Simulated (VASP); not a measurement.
KCl: relaxation of cell and atoms with PBEsol

Crystal: KCl.

```
K Cl
1.0
     3.83920    0.00000    0.00000
     0.00000    3.83920    0.00000
     0.00000    0.00000    3.83920
K Cl
1 1
Direct
  0.00000 0.00000 0.00000
  0.50000 0.50000 0.50000
```

```
Program                : VASP 6.6.1
Task                   : relaxation of cell and atoms
Functional             : PBEsol
Potentials or basis    : VASP PAW PBE potentials, release 64 (K_sv, Cl)
Cutoff                 : 600 eV
k mesh                 : 7 × 7 × 7
Occupations            : fermi-dirac, width 0.05 eV
Spin                   : no spin polarisation
Dipole correction      : no
Further INCAR settings : ALGO = Normal; EDIFF = 1e-06; IBRION = 2; EDIFFG = -0.005; NSW = 80; ISIF = 3
```

```yaml
Relaxed_volume: 26.22 Å³/atom
Relaxed_cell: a = 3.743 Å, b = 3.743 Å, c = 3.743 Å, α = 90.00°, β = 90.00°, γ = 90.00°
Space_group_after_relaxing_to_0.05_Å: Pm-3m (No. 221)
Energy_gained_by_relaxing: 9.6 meV/atom
Ionic_steps: 4
Pressure_after_relaxing: 0.0 GPa
Band_gap_on_the_k_mesh: 4.96 eV, indirect (least direct gap 5.16 eV)
```

The path:
| step | energy change (eV) | largest force (eV/Å) | pressure (GPa) | volume (Å³) |
| --- | --- | --- | --- | --- |
| 1 | 0.0000 | 0.0000 | -1.38 | 56.59 |
| 2 | -0.0136 | 0.0000 | -0.80 | 54.61 |
| 3 | -0.0192 | 0.0000 | -0.08 | 52.66 |
| 4 | -0.0192 | 0.0000 | 0.01 | 52.44 |

Final structure:
```
CELL_PARAMETERS angstrom
3.74299 0.00000 0.00000
0.00000 3.74299 0.00000
0.00000 0.00000 3.74299
ATOMIC_POSITIONS crystal
K 0.00000 0.00000 0.00000
Cl 0.50000 0.50000 0.50000
```

Levels at points of the mesh, in eV from the valence-band top:
| k point | band 5 | band 6 | band 7 | band 8 | band 9 | band 10 | band 11 | band 12 |
| --- | --- | --- | --- | --- | --- | --- | --- | --- |
| (0.00, 0.00, 0.00) | -11.18 | -0.20 | -0.20 | -0.20 | 4.96 | 6.39 | 6.39 | 10.85 |

It took 17 s on 1 thread of Intel(R) Xeon(R) 6975P-C (Granite Rapids), on a shared host, peak memory 0.19 GiB.

Caveat: the PAW data sets were made with another functional, which shifts forces and pressure a little. A k mesh can miss the band edges.
